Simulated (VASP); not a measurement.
Set up this calculation in VASP 6.6.1, as the native input.

```yaml
Task: single point
Functional: PBE
Potentials_or_basis: VASP PAW PBE potentials, release 64 (Li_sv, Tm_3, Ge_d), 4f in core
Cutoff: 750 eV
k_mesh: 6 × 4 × 2
Occupations: gaussian, width 0.1 eV
Spin: no spin polarisation
Dipole_correction: no
Mended: yes
Further_INCAR_settings: ALGO = Normal; EDIFF = 1e-06; NBANDS = 26
```

The structure of Li4TmGe lies in POSCAR:

```
Li4TmGe
1.0
    3.5431612258      0.0000000000      0.0000000000
    0.0000000000      4.6411963509      0.0000000000
    0.0000000000      0.0000000000      7.8358822156
Li Tm Ge
4 1 1
Direct
    0.5000000000      0.5000000000      0.7133679657
    0.5000000000      0.5000000000      0.2866320343
    0.0000000000      0.0000000000      0.6665900509
    0.0000000000      0.0000000000      0.3334099491
    0.5000000000      0.0000000000      0.0000000000
    0.0000000000      0.5000000000      0.0000000000
```

The cell was built from a structure type or drawn by symmetry, and may not be a known phase.

The input as run:

INCAR

```
PREC = Accurate
ENCUT = 750
EDIFF = 1E-6
ISMEAR = 0
SIGMA = 0.1
LREAL = F
LASPH = T
NELM = 200
ALGO = Normal
ISIF = 2
LWAVE = F
LCHARG = T
GGA = PE
LELF = T
LVHAR = T
NBANDS = 26
GGA_COMPAT = F
LMAXMIX = 6
```

KPOINTS

```
Automatic mesh
0
Gamma
  6 4 2
```

Potentials or basis: VASP PAW PBE potentials, release 64 (Li_sv, Tm_3, Ge_d), 4f in core.

Command:

```bash
$ cat potpaw_PBE.64/Li_sv/POTCAR potpaw_PBE.64/Tm_3/POTCAR potpaw_PBE.64/Ge_d/POTCAR > POTCAR
$ mpirun -np 1 vasp_std > vasp.out
```

It gave:

```json
{
  "Pressure": "0.1 GPa",
  "Largest force": "0.011 eV/Å",
  "Band gap on the k mesh": "zero (an odd number of electrons rules out a gap without spin polarisation)"
}
```

Caveat: the k points lie up to 0.40 Å⁻¹ apart, too coarse for converged energies and pressures of a metal; spin-orbit coupling is left out, which moves the levels of the heavy elements; the 4f electrons are frozen in the core, so they carry no moment and show no levels.

It took 60 s on 1 thread of Intel(R) Xeon(R) 6975P-C (Granite Rapids), with other jobs on the host, peak memory 0.38 GiB.
